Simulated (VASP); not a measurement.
## Cu2HgIrS4: single point with PBE

Crystal: Cu2HgIrS4.

```
S Ir Hg Cu
1.0
     0.00000    5.47693    0.00000
     5.47693    0.00000    0.00000
     2.73846    2.73846   -5.39985
S Ir Hg Cu
4 1 1 2
Direct
  0.41745 0.41745 0.72435
  0.58255 0.14179 0.27565
  0.85821 0.85821 0.72435
  0.14179 0.58255 0.27565
  0.50000 0.50000 0.00000
  0.00000 0.00000 0.00000
  0.75000 0.25000 0.50000
  0.25000 0.75000 0.50000
```

| Property | Result |
| --- | --- |
| Program | VASP 6.6.1 |
| Task | single point |
| Functional | PBE |
| Potentials or basis | VASP PAW PBE potentials, release 64 (S, Ir, Hg, Cu) |
| Cutoff | 520 eV |
| k mesh | 6 × 6 × 6 |
| Occupations | fermi-dirac, width 0.1 eV |
| Spin | no spin polarisation |

```yaml
Pressure: 0.3 GPa
Largest_force: 0.010 eV/Å
```

Forces in eV/Å, atoms in the order of the input:
```
S   -0.004 -0.004  0.008
S   -0.004  0.004 -0.008
S    0.004  0.004  0.008
S    0.004 -0.004 -0.008
Ir   0.000  0.000  0.000
Hg   0.000  0.000  0.000
Cu   0.000  0.000  0.000
Cu   0.000  0.000  0.000
```

Levels at points of the mesh, in eV from the Fermi level:
| k point | band 31 | band 32 | band 33 | band 34 | band 35 | band 36 |
| --- | --- | --- | --- | --- | --- | --- |
| (0.00, 0.00, 0.00) | -1.79 | -1.76 | -0.55 | 0.70 | 0.83 | 1.40 |
| (0.50, 0.00, 0.00) | -1.49 | -0.86 | -0.18 | -0.17 | 0.25 | 0.83 |
| (0.50, 0.50, 0.00) | -0.78 | -0.78 | -0.11 | -0.02 | 0.54 | 0.98 |
| (0.00, 0.00, 0.50) | -1.26 | -0.75 | -0.75 | -0.13 | 0.25 | 0.25 |

Wall time 3.9 min on 1 thread of Intel(R) Xeon(R) Platinum 8375C CPU @ 2.90GHz (Ice Lake), on a shared host, peak memory 0.41 GiB.

Caveat: spin-orbit coupling is left out, which moves the levels of the heavy elements. With open d or f shells a metallic result of PBE can be an artefact of self-interaction; +U or a hybrid may open a gap.
